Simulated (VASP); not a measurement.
# C (I4_1/amd) in VASP: a series of runs

C is run at these levels: r2SCAN; tasks: single point.

Program: VASP 6.6.1. These are calculated values, not measurements. Logs are shortened: lines on timing, memory, paths and dates and some standing lists are left out, and cuts for length are marked.

## 1. The cell of the first run

It takes space group I4_1/amd (No. 141, tetragonal). The conventional cell has a = 2.517 Å, b = 2.517 Å, c = 3.489 Å, α = 90.00°, β = 90.00°, γ = 90.00°. Within 2.0 Å of C (site symmetry -4m2) lie 4 C at 1.53 Å.

## 2. Single point, r2SCAN (uniaxial z strain -2.0%)

POSCAR

```
C
1.0
    0.0000000000      1.7801241425      1.7445216597
    1.7801241425      0.0000000000      1.7445216597
    1.7801241425      1.7801241425      0.0000000000
C
2
Direct
    0.0000000000      0.0000000000      0.0000000000
    0.2500000000      0.2500000000      0.2500000000
```

INCAR.step1

```
SYSTEM = C
PREC = Accurate
ENCUT = 910
ISMEAR = 0
SIGMA = 0.01
LREAL = .False.
LASPH = .True.
NELM = 120
NBANDS = 11
GGA = PE
ALGO = Normal
EDIFF = 1E-5
LWAVE = .True.
LCHARG = .False.
GGA_COMPAT = .False.
```

INCAR.step2

```
SYSTEM = C
PREC = Accurate
ENCUT = 910
EDIFF = 1E-6
ISMEAR = 0
SIGMA = 0.01
LREAL = .False.
LASPH = .True.
NELM = 120
ALGO = Normal
ISIF = 2
LWAVE = .False.
LCHARG = .False.
METAGGA = R2SCAN
LMIXTAU = .True.
NBANDS = 11
ISTART = 1
GGA_COMPAT = .False.
```

KPOINTS

```
regular mesh
0
Gamma
  12 12 12
  0 0 0
```

Potentials or basis: VASP PAW PBE potentials, release 64 (C_h).

Launch:

```bash
> cat potpaw_PBE.64/C_h/POTCAR > POTCAR
> cp INCAR.step1 INCAR
> mpirun -np 1 vasp_std > vasp.out
> cp INCAR.step2 INCAR
> mpirun -np 1 vasp_std > vasp.out
```

OUTCAR:

```text
SYSTEM = C
   PREC = Accurate
   ENCUT = 910
   EDIFF = 1E-6
   ISMEAR = 0
   LREAL = .False.
   LASPH = .True.
   NELM = 120
   ISIF = 2
   METAGGA = R2SCAN
   ISTART = 1

 ion  position               nearest neighbor table
   1  0.000  0.000  0.000-
   2  0.250  0.250  0.250-

  LATTYP: Found a body centered tetragonal cell.
 ALAT       =     2.5174757050
 C/A-ratio  =     1.3859292912

  Lattice vectors:

 A1 = (   0.0000000000,  -1.7801241425,  -1.7445216597)
 A2 = (   0.0000000000,   1.7801241425,  -1.7445216597)
 A3 = (   1.7801241425,   0.0000000000,   1.7445216597)

Analysis of symmetry for initial positions (statically):
=====================================================================
 Subroutine PRICEL returns:
 Original cell was already a primitive cell.

 Routine SETGRP: Setting up the symmetry group for a
 body centered tetragonal supercell.

 Subroutine GETGRP returns: Found 16 space group operations
 (whereof  8 operations were pure point group operations)
 out of a pool of 16 trial point group operations.

The static configuration has the point symmetry D_2d.
 The point group associated with its full space group is D_4h.

Analysis of symmetry for dynamics (positions and initial velocities):
=====================================================================
 Subroutine PRICEL returns:
 Original cell was already a primitive cell.

 Routine SETGRP: Setting up the symmetry group for a
 body centered tetragonal supercell.

 Subroutine GETGRP returns: Found 16 space group operations
 (whereof  8 operations were pure point group operations)
 out of a pool of 16 trial point group operations.

The dynamic configuration has the point symmetry D_2d.
 The point group associated with its full space group is D_4h.

 Subroutine INISYM returns: Found 16 space group operations
 (whereof  8 operations are pure point group operations),
 and found     1 'primitive' translations

----------------------------------------------------------------------------------------

                                     Primitive cell

  volume of cell :      11.0562

  direct lattice vectors                    reciprocal lattice vectors
     0.000000000  1.780124143  1.744521660    -0.280879287  0.280879287  0.286611517
     1.780124143  0.000000000  1.744521660     0.280879287 -0.280879287  0.286611517
     1.780124143  1.780124143  0.000000000     0.280879287  0.280879287 -0.286611517

  length of vectors
     2.492428090  2.492428090  2.517475705     0.489829062  0.489829062  0.489829062

  position of ions in fractional coordinates (direct lattice)
     0.000000000  0.000000000  0.000000000
     0.250000000  0.250000000  0.250000000

  ion indices of the primitive-cell ions
   primitive index   ion index
                 1           1
                 2           2

----------------------------------------------------------------------------------------

 KPOINTS: regular mesh

Automatic generation of k-mesh.
 Grid dimensions read from file:
 generate k-points for:   12   12   12

 Generating k-lattice:

  Cartesian coordinates                     Fractional coordinates (reciprocal lattice)
    -0.023406607  0.023406607  0.023884293     0.083333333  0.000000000  0.000000000
     0.023406607 -0.023406607  0.023884293     0.000000000  0.083333333  0.000000000
     0.023406607  0.023406607 -0.023884293     0.000000000  0.000000000  0.083333333

  Length of vectors
     0.040819088  0.040819088  0.040819088

  Shift w.r.t. Gamma in fractional coordinates (k-lattice)
     0.000000000  0.000000000  0.000000000

 Subroutine IBZKPT returns following result:
 ===========================================

 Found    163 irreducible k-points:

 Following reciprocal coordinates:
            Coordinates               Weight
  0.000000  0.000000  0.000000      1.000000
  0.083333  0.000000  0.000000      8.000000
  0.166667  0.000000  0.000000      8.000000
  0.250000  0.000000  0.000000      8.000000
  0.333333  0.000000  0.000000      8.000000
  0.416667  0.000000  0.000000      8.000000
[... 16 lines left out ...]
  0.500000  0.166667  0.000000      8.000000
 -0.416667  0.166667  0.000000      8.000000
 [... further k-points ...]
   k-points           NKPTS =    163   k-points in BZ     NKDIM =    163   number of bands    NBANDS=     11
   number of dos      NEDOS =    301   number of ions     NIONS =      2
   total plane-waves  NPLWV =  21952
   dimension x,y,z NGX =    28 NGY =   28 NGZ =   28
   dimension x,y,z NGXF=    56 NGYF=   56 NGZF=   56
   ions per type =               2
   NGX,Y,Z   is equivalent  to a cutoff of  18.68, 18.68, 18.49 a.u.
   NGXF,Y,Z  is equivalent  to a cutoff of  37.35, 37.35, 36.98 a.u.
 SYSTEM =  C
   PREC   = accura    normal or accurate (medium, high low for compatibility)
   ISTART =      1    job   : 0-new  1-cont  2-samecut
   ICHARG =      0    charge: 1-file 2-atom 10-const
   ISPIN  =      1    spin polarized calculation?
   LNONCOLLINEAR =      F non collinear calculations
   LSORBIT =      F    spin-orbit coupling
   LASPH  =      T    aspherical Exc in radial PAW
   ENCUT  =  910.0 eV  66.88 Ry    8.18 a.u.   6.13  6.13  6.19*2*pi/ulx,y,z
   NELM   =    120;   NELMIN=  2; NELMDL=  0     # of ELM steps
   EDIFF  = 0.1E-05   stopping-criterion for ELM
   LREAL  =      F    real-space projection
   EDIFFG = 0.1E-04   stopping-criterion for IOM
   NSW    =      0    number of steps for IOM
   IBRION =     -1    ionic relax: 0-MD 1-quasi-New 2-CG
   NFREE  =      0    steps in history (QN), initial steepest desc. (CG)
   ISIF   =      2    stress and relaxation
   ISYM   =      2    0-nonsym 1-usesym 2-fastsym
   POTIM  = 0.5000    time-step for ionic-motion
   TEBEG  =    0.0;   TEEND  =   0.0 temperature during run
   PSTRESS=    0.0 pullay stress
   NELECT =       8.0000    total number of electrons
   NUPDOWN=      -1.0000    fix difference up-down
   EMIN   =  10.00;   EMAX   =-10.00  energy-range for DOS
   EFERMI =   0.00;   METHOD = LEGACY
   ISMEAR =     0;   SIGMA  =   0.01  broadening in eV -4-tet -1-fermi 0-gaus
   EFERMI_NEDOS =   21; number of points for ismear=-14 and -15
   IALGO  =     38    algorithm
   IMIX   =      4    mixing-type and parameters
     AMIX     =   0.40;   BMIX     =  1.00
     AMIX_MAG =   1.60;   BMIX_MAG =  1.00
  volume/ion in A,a.u.               =       5.53        37.31
  Fermi-wavevector in a.u.,A,eV,Ry     =   1.469724  2.777376 29.389798  2.160089
  Thomas-Fermi vector in A             =   2.585067
   LORBIT       =      0    0 simple, 1 ext, 2 COOP (PROOUT), +10 PAW based schemes
   METAGGA = R2SCAN    functional components
   LHFCALC =     F    Hartree Fock is set to
   AEXX    =    0.0000 exact exchange contribution
   IVDW    =     0    specifies the selected vdW correction
   LEPSILON=     F    determine dielectric tensor
   LRPA    =     F    only Hartree local field effects (RPA)
 non-spin polarized calculation
 Gauss-broadening in eV      SIGMA  =   0.01
  energy-cutoff  :      910.00
  volume of cell :       11.06
 maximum number of plane-waves:       700
 NGX is ok and might be reduce to    28
   NGX = 13   NGY = 13   NGZ = 13

 number of electron       8.0000000 magnetization

 Free energy of the ion-electron system (eV)
  ---------------------------------------------------
  ext. energy  EPLUGINS =         0.00000000
  ---------------------------------------------------
  free energy    TOTEN  =       -19.70406365 eV

  energy without entropy =      -19.70406365  energy(sigma->0) =      -19.70406365

 E-fermi :  11.6353     XC(G=0): -14.4115

 val. band max:       11.5284646656   @ k =   0.0000   0.0000   0.0000
 cond. band min:      15.4202250366   @ k =   0.3333   0.3333   0.0000
 fundamental gap:      3.8917603711
 Fermi energy:        11.6353075911

 k-point     1 :       0.0000    0.0000    0.0000
  band No.  band energies     occupation
      1     -11.7100      2.00000
      2      11.2100      2.00000
      3      11.2100      2.00000
      4      11.5285      2.00000
      5      17.0899      0.00000
      6      17.3632      0.00000
      7      17.3632      0.00000
      8      25.7847      0.00000
      9      32.0787      0.00000
     10      38.4076      0.00000
     11      39.4360      0.00000

 k-point     2 :       0.0833    0.0000    0.0000
  band No.  band energies     occupation
      1     -11.5056      2.00000
      2       9.9661      2.00000
      3      10.8525      2.00000
      4      11.0901      2.00000
      5      17.5956      0.00000
      6      17.8195      0.00000
      7      18.1184      0.00000
      8      25.9687      0.00000
      9      32.4266      0.00000
     10      36.4770      0.00000
     11      37.1900      0.00000

 k-point     3 :       0.1667    0.0000    0.0000
  band No.  band energies     occupation
      1     -10.8952      2.00000
      2       7.2456      2.00000
      3      10.0744      2.00000
      4      10.3330      2.00000
      5      18.5995      0.00000
      6      18.7973      0.00000
      7      19.3330      0.00000
      8      26.4944      0.00000
      9      33.1438      0.00000
     10      34.9241      0.00000
     11      35.4621      0.00000

 k-point     4 :       0.2500    0.0000    0.0000
  band No.  band energies     occupation
      1      -9.8878      2.00000
      2       4.2033      2.00000
      3       9.2694      2.00000
      4       9.5706      2.00000
      5      19.4994      0.00000
      6      19.6731      0.00000
      7      20.2187      0.00000
      8      27.2202      0.00000
      9      33.5527      0.00000
     10      34.6540      0.00000
     11      35.0026      0.00000
[... 239 lines left out ...]
 k-point    22 :       0.4167    0.1667    0.0000
  band No.  band energies     occupation
      1      -7.2116      2.00000
      2       0.7264      2.00000
      3       6.7438      2.00000
      4       6.9267      2.00000
      5      18.1836      0.00000
      6      23.0911      0.00000
      7      23.4580      0.00000
      8      24.7099      0.00000
      9      34.1376      0.00000
     10      35.7579      0.00000
     11      40.3238      0.00000

 k-point    23 :       0.5000    0.1667    0.0000
  band No.  band energies     occupation
      1      -5.5485      2.00000
      2      -1.6325      2.00000
      3       6.1612      2.00000
      4       6.8236      2.00000
      5      18.6256      0.00000
      6      22.7674      0.00000
      7      23.6109      0.00000
      8      26.4680      0.00000
      9      33.0642      0.00000
     10      37.1815      0.00000
     11      39.5584      0.00000

 k-point    24 :      -0.4167    0.1667    0.0000
  band No.  band energies     occupation
      1      -5.1976      2.00000
      2      -2.0597      2.00000
      3       5.6262      2.00000
      4       7.2231      2.00000
      5      19.0698      0.00000
      6      22.2522      0.00000
      7      23.6103      0.00000
      8      27.9632      0.00000
      9      32.0905      0.00000
     10      36.8665      0.00000
     11      37.8746      0.00000

 [... further k-points ...]
[... 5 lines left out ...]
  --------------------------------------------------------------------------------------
  -------------------------------------------------------------------------------------
  Total        0.1309240      0.1309240      1.5178734      0.0000000      0.0000000     -0.0000000
  in kB       18.9724213     18.9724213    219.9577097      0.0000000      0.0000000     -0.0000000
  external PRESSURE =      85.9675175 kB  Pullay stress =       0.0000000 kB

 VOLUME and BASIS-vectors are now :
 -----------------------------------------------------------------------------
  energy-cutoff  :      910.00
  volume of cell :       11.06
      direct lattice vectors                 reciprocal lattice vectors
     0.000000000  1.780124143  1.744521660    -0.280879287  0.280879287  0.286611517
     1.780124143  0.000000000  1.744521660     0.280879287 -0.280879287  0.286611517
     1.780124143  1.780124143  0.000000000     0.280879287  0.280879287 -0.286611517

 POSITION                                       TOTAL-FORCE (eV/Angst)
 -----------------------------------------------------------------------------------
      0.00000      0.00000      0.00000        -0.000000     -0.000000      0.000000
      0.89006      0.89006      0.87226         0.000000      0.000000     -0.000000
 -----------------------------------------------------------------------------------
    total drift:                                0.000000      0.000000      0.000000

  FREE ENERGIE OF THE ION-ELECTRON SYSTEM (eV)
  ---------------------------------------------------
  free  energy   TOTEN  =       -19.7040636532 eV

  energy  without entropy=      -19.7040636532  energy(sigma->0) =      -19.70406365
```

It took 77 s on 1 thread of Intel Xeon 6975P-C (Granite Rapids), shared host; peak memory 0.17 GiB.

What came out:

| Property | Result |
| --- | --- |
| Free energy | -19.7041 eV |
| Pressure | 8.6 GPa |
| Band gap on the k mesh | 3.89 eV, indirect (least direct gap 5.56 eV) |

Stress tensor (GPa, compression positive):
```
 1.90  0.00  0.00
 0.00  1.90  0.00
 0.00  0.00 22.00
```

Levels at points of the mesh, in eV from the valence-band top:
| k point | band 1 | band 2 | band 3 | band 4 | band 5 | band 6 | band 7 | band 8 |
| --- | --- | --- | --- | --- | --- | --- | --- | --- |
| (0.00, 0.00, 0.00) | -23.24 | -0.32 | -0.32 | 0.00 | 5.56 | 5.83 | 5.83 | 14.26 |
| (0.50, 0.00, 0.00) | -17.14 | -14.53 | -3.44 | -3.06 | 8.66 | 8.72 | 9.55 | 16.77 |
| (0.50, 0.50, 0.00) | -13.74 | -13.74 | -7.22 | -7.22 | 4.54 | 4.54 | 18.19 | 18.19 |
| (0.50, 0.00, 0.50) | -14.07 | -14.07 | -6.91 | -6.91 | 5.04 | 5.04 | 18.06 | 18.06 |

Caveat: the cell differs from its parent crystal (uniaxial z strain -2.0%); the cutoff is under 1.25 times the usual one of these potentials, so pressure, stress and relaxed cells hold a basis-set (Pulay) error; the PAW data sets were made with another functional, which shifts forces and pressure a little. A k mesh can miss the band edges.

[end of part 1 of 2]
